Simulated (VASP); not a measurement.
Runs of VASP 6.6.1 on ScRu3. The structure is that of space group Pm-3n (No. 223), or close to it. The cells are those of the table. The cell was generated, and may not be a known phase.

```csv
task,cell,k mesh,cutoff (eV),gap on the mesh (eV),pressure (GPa)
single point,"a = 4.758 Å, 8 atoms",4 × 4 × 4,520,none,37.8
single point,"a = 4.985 Å, 8 atoms",4 × 4 × 4,520,none,(a)
single point,"a = 4.989 Å, 8 atoms",8 × 8 × 8,520,none,0.2
relaxation of cell and atoms,"relaxed from a = 4.758 Å, 8 atoms",4 × 4 × 4,600,none,0.0
```

Alike in all rows: level PBE; potentials or basis VASP PAW PBE potentials, release 64 (Sc_sv, Ru_pv); no spin polarisation; smearing gaussian 0.1 eV.

**Question.** Fill in the values left out.

**Answer.** (a) 0.1.

Caveats: the cell stands under pressure (at least some runs).

A k mesh can miss the band edges, and the runs leave out spin-orbit coupling on Ru.

A gap of «none» marks levels without a gap at the run's occupations.
